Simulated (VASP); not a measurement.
A run of VASP 6.6.1:

POSCAR

```
GaN
1.0
    3.1828215348      0.0000000000      0.0000000000
   -1.5914107674      2.7564043048      0.0000000000
    0.0000000000      0.0000000000      5.1856745519
Ga N
2 2
Direct
    0.3333333333      0.6666666667     -0.0553305644
    0.6666666667      0.3333333333      0.4446694356
    0.3333333333      0.6666666667      0.4323305644
    0.6666666667      0.3333333333      0.9323305644
```

INCAR.step1

```
SYSTEM = GaN
PREC = Accurate ; ENCUT = 520
ISMEAR = 0 ; SIGMA = 0.01
LREAL = .False. ; LASPH = .True.
NELM = 100 ; NBANDS = 26
GGA = PE ; ALGO = Normal
EDIFF = 1E-4 ; LWAVE = .True.
LCHARG = .False.
```

File INCAR.step2:

```
SYSTEM = GaN
PREC = Accurate ; ENCUT = 520
EDIFF = 1E-6 ; ISMEAR = 0
SIGMA = 0.01 ; LREAL = .False.
LASPH = .True. ; NELM = 100
ALGO = Normal ; ISIF = 2
LWAVE = .False. ; LCHARG = .False.
METAGGA = R2SCAN ; LMIXTAU = .True.
NBANDS = 26 ; ISTART = 1
```

Contents of KPOINTS:

```
regular mesh
0
Gamma
  12 12 6
  0 0 0
```

Potentials or basis: VASP PAW PBE potentials, release 64 (Ga_d, N).

Run with:

```console
$ cat potpaw_PBE.64/Ga_d/POTCAR potpaw_PBE.64/N/POTCAR > POTCAR
$ cp INCAR.step1 INCAR
$ mpirun -np 1 vasp_std > vasp.out
$ cp INCAR.step2 INCAR
$ mpirun -np 1 vasp_std > vasp.out
```

Hardware: 1 thread of Intel Xeon 8259CL, on a shared host.

Problem. Estimate the wall time of this run.

Solution. Run time: 4.6 min on 1 thread of Intel Xeon 8259CL (shared host), peak memory 0.22 GiB. Counts: k points 76.
